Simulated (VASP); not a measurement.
Here is a VASP 6.6.1 calculation.

Contents of INCAR:

```
SYSTEM = Fe
ALGO = Normal
EDIFF = 1E-6
ENCUT = 520
GGA = PE
ISIF = 2
ISMEAR = -1
ISPIN = 2
ISYM = 0
LASPH = .True.
LCHARG = .False.
LMAXMIX = 4
LORBIT = 11
LREAL = .False.
LWAVE = .False.
MAGMOM = 4 4
NBANDS = 19
NELM = 150
PREC = Accurate
SIGMA = 0.05
```

KPOINTS

```
k-points
0
Gamma
  15 8 15
  0 0 0
```

POSCAR

```
Fe
1.0
   -1.4455000000      1.4455000000      1.4455000000
    2.8910000000     -2.8910000000      2.8910000000
    1.4455000000      1.4455000000     -1.4455000000
Fe
2
Direct
    0.0000000000      0.0000000000      0.0000000000
    0.0000000000      0.5000000000      0.0000000000
```

Potentials or basis: VASP PAW PBE potentials, release 64 (Fe).

Command:

```sh
$ cat potpaw_PBE.64/Fe/POTCAR > POTCAR
$ mpirun -np 1 vasp_std > vasp.out
```

Question: What does it give for the net moment?

Answer: 4.58 μB per cell.

Question: Predict the pressure.

Answer: -10.1 GPa.

Question: What does it give for the site moments?

Answer: Fe +2.30 μB.

Stress tensor (GPa, compression positive):
```
-10.08  -0.08   0.19
 -0.08 -10.08  -0.08
  0.19  -0.08 -10.09
```

Caveat: the cell stands under tension.
